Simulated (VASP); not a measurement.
A run of VASP 6.6.1 is set up as follows.

File INCAR:

```
SYSTEM = HfO2
PREC = Accurate
ENCUT = 520
EDIFF = 1E-6
ISMEAR = 0
SIGMA = 0.05
LREAL = .False.
LASPH = .True.
NELM = 60
ALGO = Normal
ISIF = 2
LWAVE = .False.
LCHARG = .True.
GGA = PE
LELF = .True.
LVHAR = .True.
NBANDS = 18
```

KPOINTS

```
Automatic mesh
0
Gamma
  8 8 8
  0 0 0
```

The input POSCAR:

```
HfO2
1.0
    0.0000000000      2.5488057612      2.5488057612
    2.5488057612      0.0000000000      2.5488057612
    2.5488057612      2.5488057612      0.0000000000
Hf O
1 2
Direct
    0.0000000000      0.0000000000      0.0000000000
    0.2500000000      0.2500000000      0.1667719888
    0.7500000000      0.7500000000      0.7500000000
```

Potentials or basis: VASP PAW PBE potentials, release 64 (Hf_pv, O).

The run is started by

```bash
$ cat potpaw_PBE.64/Hf_pv/POTCAR potpaw_PBE.64/O/POTCAR > POTCAR
$ mpirun -np 1 vasp_std > vasp.out
```

Problem. What does it give for the pressure?

Solution. 3.8 GPa.

Problem. What does it give for the band gap on the k mesh?

Solution. 3.84 eV, direct.

Stress tensor (GPa, compression positive):
```
4.87 2.03 7.67
2.03 4.87 7.67
7.67 7.67 1.56
```

Caveat: the cell differs from its parent crystal (atom 2 (O) moved by (-0.300, +0.000) A along [1 1 0] and z); spin-orbit coupling is left out, which moves the levels of the heavy elements; forces of over 1 eV/Å act on the atoms, so gaps and moduli don't describe the material at rest. A k mesh can miss the band edges.
